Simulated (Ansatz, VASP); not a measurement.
**GaP in VASP and in Ansatz**

Contents of INCAR:

```
AGGAC = 1.0
AGGAX = 1.0
ALDAC = 0.0
ALDAX = 1.0
ALGO = Normal
EDIFF = 1E-6
ENCUT = 520
GGA = B5
ISIF = 2
ISMEAR = -1
IVDW = 12
LASPH = T
LCHARG = F
LREAL = F
LWAVE = F
NBANDS = 16
NELM = 80
PREC = Accurate
SIGMA = 0.05
VDW_A1 = 0.4298
VDW_A2 = 4.2359
VDW_S6 = 1.0
VDW_S8 = 2.6996
```

KPOINTS

```
k-points
0
Gamma
  8 8 8
```

File POSCAR:

```
GaP
1.0
    0.0000000000      2.7611126653      2.7611126653
    2.7611126653      0.0000000000      2.7611126653
    2.7611126653      2.7611126653      0.0000000000
Ga P
1 1
Direct
    0.0000000000      0.0000000000      0.0000000000
    0.7500000000      0.7500000000      0.7500000000
```

File input.yaml:

```yaml
crystal:
  lattice:
    - [0.0, 2.7611126653, 2.7611126653]
    - [2.7611126653, 0.0, 2.7611126653]
    - [2.7611126653, 2.7611126653, 0.0]
  atoms:
    - { symbol: Ga, position: [0.0, 0.0, 0.0] }
    - { symbol: P, position: [0.75, 0.75, 0.75] }
hamiltonian:
  xc: blyp
  pseudopotentials: { kind: paw }
  dispersion: d3bj
kpoints:
  mp_grid: { grid: [8, 8, 8] }
scf:
  occupations: { method: fermi_dirac, width: 0.05 }
output:
  forces: true
  stress: true
  eigenvalues: true
```

Alike in both runs: task single point; functional BLYP; dispersion D3(BJ); k mesh 8 × 8 × 8; occupations fermi-dirac, width 0.05 eV; no spin polarisation.

```csv
,VASP,Ansatz
version,VASP 6.6.1,Ansatz 0.2.0
potentials or method,"VASP PAW PBE potentials, release 64 (Ga_d, P)",Ansatz PAW
plane-wave cutoff (eV),520,420
valence electrons in the cell,18,18
```

```csv
,VASP,Ansatz,Ansatz less VASP
gap on the k mesh at the Fermi level (eV),1.40,1.38,-0.019
least direct gap on the mesh (eV),1.40,1.38,-0.019
pressure (GPa),-2.8,-2.9,-0.16
```

VASP's potentials were made for PBE, not for BLYP.
